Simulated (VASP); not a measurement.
# Rb (Pm-3m) in VASP: further runs

Rb is run at these levels: revPBE; tasks: single point.

Program: VASP 6.6.1. These are calculated values, not measurements. Logs are shortened: lines on timing, memory, paths and dates and some standing lists are left out, and cuts for length are marked.

**1. The cell of the first run**

Symmetry: Pm-3m, No. 221, cubic system. Conventional cell: a = 4.822 Å, b = 4.822 Å, c = 4.822 Å, α = 90.00°, β = 90.00°, γ = 90.00°.

**2. Single point, revPBE (volume scaled by 1.04)**

INCAR reads:

```
SYSTEM = Rb
  PREC = Accurate
  ENCUT = 520
  EDIFF = 1E-7
  ISMEAR = -1
  SIGMA = 0.1
  LREAL = .False.
  LASPH = .True.
  NELM = 100
  ALGO = Normal
  ISIF = 2
  LWAVE = .False.
  LCHARG = .True.
  GGA = RE
  LELF = .True.
  LVHAR = .True.
  NBANDS = 10
```

KPOINTS reads:

```
regular mesh
0
Gamma
  8 8 8
  0 0 0
```

POSCAR reads:

```
Rb
1.0
    4.8218059110      0.0000000000      0.0000000000
    0.0000000000      4.8218059110      0.0000000000
    0.0000000000      0.0000000000      4.8218059110
Rb
1
Direct
    0.0000000000      0.0000000000      0.0000000000
```

Potentials or basis: VASP PAW PBE potentials, release 64 (Rb_sv).

Started as:

```bash
cat potpaw_PBE.64/Rb_sv/POTCAR > POTCAR
mpirun -np 1 vasp_std > vasp.out
```

OUTCAR:

```text
SYSTEM = Rb
   PREC = Accurate
   ENCUT = 520
   EDIFF = 1E-7
   ISMEAR = -1
   LREAL = .False.
   LASPH = .True.
   NELM = 100
   ISIF = 2
   GGA = RE

 ion  position               nearest neighbor table
   1  0.000  0.000  0.000-

  LATTYP: Found a simple cubic cell.
 ALAT       =     4.8218059110

  Lattice vectors:

 A1 = (   4.8218059110,   0.0000000000,   0.0000000000)
 A2 = (   0.0000000000,   4.8218059110,   0.0000000000)
 A3 = (   0.0000000000,   0.0000000000,   4.8218059110)

Analysis of symmetry for initial positions (statically):
=====================================================================
 Subroutine PRICEL returns:
 Original cell was already a primitive cell.

 Routine SETGRP: Setting up the symmetry group for a
 simple cubic supercell.

 Subroutine GETGRP returns: Found 48 space group operations
 (whereof 48 operations were pure point group operations)
 out of a pool of 48 trial point group operations.

The static configuration has the point symmetry O_h .

Analysis of symmetry for dynamics (positions and initial velocities):
=====================================================================
 Subroutine PRICEL returns:
 Original cell was already a primitive cell.

 Routine SETGRP: Setting up the symmetry group for a
 simple cubic supercell.

 Subroutine GETGRP returns: Found 48 space group operations
 (whereof 48 operations were pure point group operations)
 out of a pool of 48 trial point group operations.

The dynamic configuration has the point symmetry O_h .

 Subroutine INISYM returns: Found 48 space group operations
 (whereof 48 operations are pure point group operations),
 and found     1 'primitive' translations

----------------------------------------------------------------------------------------

                                     Primitive cell

  volume of cell :     112.1061

  direct lattice vectors                    reciprocal lattice vectors
     4.821805911  0.000000000  0.000000000     0.207391176  0.000000000  0.000000000
     0.000000000  4.821805911  0.000000000     0.000000000  0.207391176  0.000000000
     0.000000000  0.000000000  4.821805911     0.000000000  0.000000000  0.207391176

  length of vectors
     4.821805911  4.821805911  4.821805911     0.207391176  0.207391176  0.207391176

  position of ions in fractional coordinates (direct lattice)
     0.000000000  0.000000000  0.000000000

  ion indices of the primitive-cell ions
   primitive index   ion index
                 1           1

----------------------------------------------------------------------------------------

 KPOINTS: regular mesh

Automatic generation of k-mesh.
 Grid dimensions read from file:
 generate k-points for:    8    8    8

 Generating k-lattice:

  Cartesian coordinates                     Fractional coordinates (reciprocal lattice)
     0.025923897  0.000000000  0.000000000     0.125000000  0.000000000  0.000000000
     0.000000000  0.025923897  0.000000000     0.000000000  0.125000000  0.000000000
     0.000000000  0.000000000  0.025923897     0.000000000  0.000000000  0.125000000

  Length of vectors
     0.025923897  0.025923897  0.025923897

  Shift w.r.t. Gamma in fractional coordinates (k-lattice)
     0.000000000  0.000000000  0.000000000

 Subroutine IBZKPT returns following result:
 ===========================================

 Found     35 irreducible k-points:

 Following reciprocal coordinates:
            Coordinates               Weight
  0.000000  0.000000  0.000000      1.000000
  0.125000  0.000000  0.000000      6.000000
  0.250000  0.000000  0.000000      6.000000
  0.375000  0.000000  0.000000      6.000000
  0.500000  0.000000  0.000000      3.000000
  0.125000  0.125000  0.000000     12.000000
[... 16 lines left out ...]
  0.375000  0.375000  0.125000     24.000000
  0.500000  0.375000  0.125000     24.000000
 [... further k-points ...]
   k-points           NKPTS =     35   k-points in BZ     NKDIM =     35   number of bands    NBANDS=     10
   number of dos      NEDOS =    301   number of ions     NIONS =      1
   total plane-waves  NPLWV =  46656
   dimension x,y,z NGX =    36 NGY =   36 NGZ =   36
   dimension x,y,z NGXF=    72 NGYF=   72 NGZF=   72
   ions per type =               1
   NGX,Y,Z   is equivalent  to a cutoff of  12.41, 12.41, 12.41 a.u.
   NGXF,Y,Z  is equivalent  to a cutoff of  24.82, 24.82, 24.82 a.u.
 SYSTEM =  Rb
   PREC   = accura    normal or accurate (medium, high low for compatibility)
   ISTART =      0    job   : 0-new  1-cont  2-samecut
   ICHARG =      2    charge: 1-file 2-atom 10-const
   ISPIN  =      1    spin polarized calculation?
   LNONCOLLINEAR =      F non collinear calculations
   LSORBIT =      F    spin-orbit coupling
   LASPH  =      T    aspherical Exc in radial PAW
   ENCUT  =  520.0 eV  38.22 Ry    6.18 a.u.   8.97  8.97  8.97*2*pi/ulx,y,z
   NELM   =    100;   NELMIN=  2; NELMDL= -5     # of ELM steps
   EDIFF  = 0.1E-06   stopping-criterion for ELM
   LREAL  =      F    real-space projection
   EDIFFG = 0.1E-05   stopping-criterion for IOM
   NSW    =      0    number of steps for IOM
   IBRION =     -1    ionic relax: 0-MD 1-quasi-New 2-CG
   NFREE  =      0    steps in history (QN), initial steepest desc. (CG)
   ISIF   =      2    stress and relaxation
   ISYM   =      2    0-nonsym 1-usesym 2-fastsym
   POTIM  = 0.5000    time-step for ionic-motion
   TEBEG  =    0.0;   TEEND  =   0.0 temperature during run
   PSTRESS=    0.0 pullay stress
   NELECT =       9.0000    total number of electrons
   NUPDOWN=      -1.0000    fix difference up-down
   EMIN   =  10.00;   EMAX   =-10.00  energy-range for DOS
   EFERMI =   0.00;   METHOD = LEGACY
   ISMEAR =    -1;   SIGMA  =   0.10  broadening in eV -4-tet -1-fermi 0-gaus
   EFERMI_NEDOS =   21; number of points for ismear=-14 and -15
   IALGO  =     38    algorithm
   IMIX   =      4    mixing-type and parameters
     AMIX     =   0.40;   BMIX     =  1.00
     AMIX_MAG =   1.60;   BMIX_MAG =  1.00
  volume/ion in A,a.u.               =     112.11       756.53
  Fermi-wavevector in a.u.,A,eV,Ry     =   0.706230  1.334581  6.786046  0.498760
  Thomas-Fermi vector in A             =   1.791954
   LORBIT       =      0    0 simple, 1 ext, 2 COOP (PROOUT), +10 PAW based schemes
   GGA     = RE    functional components
   LHFCALC =     F    Hartree Fock is set to
   AEXX    =    0.0000 exact exchange contribution
   IVDW    =     0    specifies the selected vdW correction
   LEPSILON=     F    determine dielectric tensor
   LRPA    =     F    only Hartree local field effects (RPA)
 non-spin polarized calculation
  energy-cutoff  :      520.00
  volume of cell :      112.11
 maximum number of plane-waves:      3050
 NGX is ok and might be reduce to    36
   NGX = 17   NGY = 17   NGZ = 17

 number of electron       9.0000000 magnetization

 Free energy of the ion-electron system (eV)
  ---------------------------------------------------
  ext. energy  EPLUGINS =         0.00000000
  ---------------------------------------------------
  free energy    TOTEN  =        -0.75608900 eV

  energy without entropy =       -0.72677464  energy(sigma->0) =       -0.74143182

 E-fermi :  -0.2815     XC(G=0):  -4.8739

 val. band max:       -0.4130498690   @ k =   0.5000   0.0000   0.0000
 cond. band min:      -0.2760114194   @ k =   0.5000   0.1250   0.0000
 fundamental gap:      0.1370384496
 Fermi energy:        -0.2814744924

 k-point     1 :       0.0000    0.0000    0.0000
  band No.  band energies     occupation
      1     -29.4802      2.00000
      2     -13.5321      2.00000
      3     -13.5321      2.00000
      4     -13.5321      2.00000
      5      -1.9881      2.00000
      6       2.0647      0.00000
      7       2.0647      0.00000
      8       4.9340      0.00000
      9       4.9340      0.00000
     10       4.9340      0.00000

 k-point     2 :       0.1250    0.0000    0.0000
  band No.  band energies     occupation
      1     -29.4798      2.00000
      2     -13.5432      2.00000
      3     -13.5312      2.00000
      4     -13.5312      2.00000
      5      -1.8667      2.00000
      6       1.9455      0.00000
      7       2.1275      0.00000
      8       4.5014      0.00000
      9       4.5065      0.00000
     10       4.5065      0.00000

 k-point     3 :       0.2500    0.0000    0.0000
  band No.  band energies     occupation
      1     -29.4790      2.00000
      2     -13.5698      2.00000
      3     -13.5290      2.00000
      4     -13.5290      2.00000
      5      -1.5145      1.99999
      6       1.4386      0.00000
      7       2.2973      0.00000
      8       4.0549      0.00000
      9       4.0549      0.00000
     10       4.4230      0.00000

 k-point     4 :       0.3750    0.0000    0.0000
  band No.  band energies     occupation
      1     -29.4782      2.00000
      2     -13.5961      2.00000
      3     -13.5267      2.00000
      4     -13.5267      2.00000
      5      -0.9658      1.99787
      6       0.6406      0.00020
      7       2.5042      0.00000
      8       3.7570      0.00000
      9       3.7570      0.00000
     10       5.0118      0.00000

 k-point     5 :       0.5000    0.0000    0.0000
  band No.  band energies     occupation
      1     -29.4778      2.00000
      2     -13.6069      2.00000
      3     -13.5258      2.00000
      4     -13.5258      2.00000
      5      -0.4130      1.57695
      6      -0.0190      0.13508
      7       2.6066      0.00000
      8       3.6537      0.00000
      9       3.6537      0.00000
     10       5.4078      0.00000

 k-point     6 :       0.1250    0.1250    0.0000
  band No.  band energies     occupation
      1     -29.4795      2.00000
      2     -13.5426      2.00000
      3     -13.5418      2.00000
      4     -13.5303      2.00000
      5      -1.7462      2.00000
      6       1.9687      0.00000
      7       2.0754      0.00000
      8       3.8230      0.00000
      9       4.3977      0.00000
     10       5.0949      0.00000
[... 183 lines left out ...]
 k-point    21 :       0.3750    0.2500    0.1250
  band No.  band energies     occupation
      1     -29.4767      2.00000
      2     -13.5906      2.00000
      3     -13.5622      2.00000
      4     -13.5343      2.00000
      5      -0.4161      1.58705
      6       1.0451      0.00000
      7       2.1560      0.00000
      8       3.0032      0.00000
      9       3.4726      0.00000
     10       4.1050      0.00000

 k-point    22 :       0.5000    0.2500    0.1250
  band No.  band energies     occupation
      1     -29.4764      2.00000
      2     -13.6012      2.00000
      3     -13.5611      2.00000
      4     -13.5333      2.00000
      5       0.2471      0.01008
      6       0.2756      0.00759
      7       2.4800      0.00000
      8       2.6591      0.00000
      9       3.6531      0.00000
     10       4.0305      0.00000

 k-point    23 :       0.3750    0.3750    0.1250
  band No.  band energies     occupation
      1     -29.4759      2.00000
      2     -13.5880      2.00000
      3     -13.5872      2.00000
      4     -13.5320      2.00000
      5       0.0642      0.06111
      6       1.2521      0.00000
      7       1.6568      0.00000
      8       2.6257      0.00000
      9       3.6371      0.00000
     10       3.9964      0.00000

 k-point    24 :       0.5000    0.3750    0.1250
  band No.  band energies     occupation
      1     -29.4755      2.00000
      2     -13.5981      2.00000
      3     -13.5864      2.00000
      4     -13.5310      2.00000
      5       0.5349      0.00057
      6       0.8291      0.00003
      7       1.8861      0.00000
      8       2.2296      0.00000
      9       3.8430      0.00000
     10       3.9159      0.00000

 [... further k-points ...]

------------------------ aborting loop because EDIFF is reached ----------------------------------------

  FORCE on cell =-STRESS in cart. coord.  units (eV):
  Direction    XX          YY          ZZ          XY          YZ          ZX
  --------------------------------------------------------------------------------------
  -------------------------------------------------------------------------------------
  Total       -0.0449605     -0.0449605     -0.0449605     -0.0000000     -0.0000000      0.0000000
  in kB       -0.6425578     -0.6425578     -0.6425578     -0.0000000     -0.0000000      0.0000000
  external PRESSURE =      -0.6425578 kB  Pullay stress =       0.0000000 kB

 VOLUME and BASIS-vectors are now :
 -----------------------------------------------------------------------------
  energy-cutoff  :      520.00
  volume of cell :      112.11
      direct lattice vectors                 reciprocal lattice vectors
     4.821805911  0.000000000  0.000000000     0.207391176  0.000000000  0.000000000
     0.000000000  4.821805911  0.000000000     0.000000000  0.207391176  0.000000000
     0.000000000  0.000000000  4.821805911     0.000000000  0.000000000  0.207391176

 POSITION                                       TOTAL-FORCE (eV/Angst)
 -----------------------------------------------------------------------------------
      0.00000      0.00000      0.00000         0.000000      0.000000      0.000000
 -----------------------------------------------------------------------------------
    total drift:                               -0.000000     -0.000000     -0.000000

  FREE ENERGIE OF THE ION-ELECTRON SYSTEM (eV)
  ---------------------------------------------------
  free  energy   TOTEN  =        -0.7560889977 eV

  energy  without entropy=       -0.7267746379  energy(sigma->0) =       -0.74143182
```

It took 22 s on 1 thread of AMD EPYC 9R45 (Zen 5), shared host; peak memory 0.17 GiB.

Results:

| Property | Result |
| --- | --- |
| Free energy | -0.7561 eV |
| Pressure | -0.1 GPa |

Caveat: the PAW data sets were made with another functional, which shifts forces and pressure a little.

**3. Single point, revPBE (volume scaled by 1.08)**

INCAR reads:

```
SYSTEM = Rb
  PREC = Accurate
  ENCUT = 520
  EDIFF = 1E-6
  ISMEAR = -1
  SIGMA = 0.1
  LREAL = .FALSE.
  LASPH = .TRUE.
  NELM = 80
  ALGO = Normal
  ISIF = 2
  LWAVE = .FALSE.
  LCHARG = .FALSE.
  GGA = RE
  NBANDS = 10
```

KPOINTS reads:

```
Automatic mesh
0
G
  8 8 8
  0 0 0
```

POSCAR reads:

```
Rb
1.0
    4.8828479089      0.0000000000      0.0000000000
    0.0000000000      4.8828479089      0.0000000000
    0.0000000000      0.0000000000      4.8828479089
Rb
1
Direct
    0.0000000000      0.0000000000      0.0000000000
```

Potentials or basis: VASP PAW PBE potentials, release 64 (Rb_sv).

Started as:

```bash
cat potpaw_PBE.64/Rb_sv/POTCAR > POTCAR
mpirun -np 1 vasp_std > vasp.out
```

It took 24 s on 1 thread of AMD EPYC 9R45 (Zen 5), shared host; peak memory 0.18 GiB.

Results (log left out):

```yaml
Free_energy: -0.7536 eV
Pressure: -0.1 GPa
```

Levels at points of the mesh, in eV from the Fermi level:
```csv
k point,band 2,band 3,band 4,band 5,band 6,band 7
"(0.00, 0.00, 0.00)",-13.27,-13.27,-13.27,-1.66,2.34,2.34
"(0.50, 0.00, 0.00)",-13.33,-13.26,-13.26,-0.13,0.26,2.87
"(0.50, 0.50, 0.00)",-13.33,-13.33,-13.26,0.94,1.52,1.82
"(0.50, 0.50, 0.50)",-13.32,-13.32,-13.32,1.85,1.85,1.85
```

Caveat: the PAW data sets were made with another functional, which shifts forces and pressure a little.
